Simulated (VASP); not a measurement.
## TiSn3O8: single point with PBE

TiSn3O8:

```
Ti Sn O
1.0
    -3.17743    3.37838    3.38371
     3.17743   -3.37838    3.38371
     3.17743    3.37838   -3.38371
Ti Sn O
1 3 8
Cartesian
  0.0000 0.0000 0.0000
  3.1774 0.0000 0.0000
  1.5812 3.3784 0.0000
  1.5962 0.0000 3.3837
  0.0000 4.7316 0.0000
  0.0000 1.3244 3.3837
  4.8436 0.0000 1.2821
  1.5113 0.0000 1.2821
  0.0000 2.0252 0.0000
  3.1774 2.0540 0.0000
  1.6662 3.3784 2.1016
  -1.6662 3.3784 2.1016
```

| Property | Result |
| --- | --- |
| Program | VASP 6.6.1 |
| Task | single point |
| Functional | PBE |
| Potentials or basis | VASP PAW PBE potentials, release 64 (Ti_sv, Sn_d, O) |
| Cutoff | 520 eV |
| k mesh | 6 × 6 × 6 |
| Occupations | gaussian, width 0.02 eV |
| Spin | no spin polarisation |
| Dipole correction | no |
| Further INCAR settings | ALGO = Normal; EDIFF = 1e-07; NBANDS = 63 |

```
Pressure               : 0.6 GPa
Largest force          : 0.024 eV/Å
Band gap on the k mesh : 1.71 eV
```

Forces on the atoms (eV/Å):
```
Ti   0.000  0.000  0.000
Sn   0.000  0.000  0.000
Sn  -0.001  0.000  0.000
Sn   0.001  0.000  0.000
O    0.000  0.024  0.000
O    0.000  0.016  0.000
O    0.004  0.000  0.015
O   -0.004  0.000  0.015
O    0.000 -0.024  0.000
O    0.000 -0.016  0.000
O    0.004  0.000 -0.015
O   -0.004  0.000 -0.015
```

Stress tensor (GPa, compression positive):
```
0.81 0.00 0.00
0.00 0.53 0.00
0.00 0.00 0.52
```

Levels at points of the mesh, in eV from the valence-band top:
| k point | band 48 | band 49 | band 50 | band 51 | band 52 | band 53 | band 54 | band 55 |
| --- | --- | --- | --- | --- | --- | --- | --- | --- |
| (0.00, 0.00, 0.00) | -0.76 | -0.67 | -0.66 | 0.00 | 1.71 | 2.22 | 2.87 | 2.89 |
| (0.50, 0.00, 0.00) | -1.00 | -0.81 | -0.70 | -0.59 | 2.29 | 2.81 | 2.87 | 4.24 |
| (0.00, 0.50, 0.00) | -0.81 | -0.72 | -0.48 | -0.47 | 2.61 | 2.81 | 3.16 | 3.57 |
| (0.50, 0.50, 0.00) | -1.04 | -0.80 | -0.64 | -0.49 | 2.30 | 2.86 | 2.88 | 4.46 |
| (0.50, 0.50, 0.50) | -1.24 | -1.21 | -1.16 | -0.83 | 1.82 | 3.11 | 3.18 | 3.18 |

Wall time 22 min on 1 thread of AMD EPYC 7R43 64-Core Processor (Zen 3), on a shared host, peak memory 0.47 GiB.

Caveat: spin-orbit coupling is left out, which moves the levels of the heavy elements. A k mesh can miss the band edges.
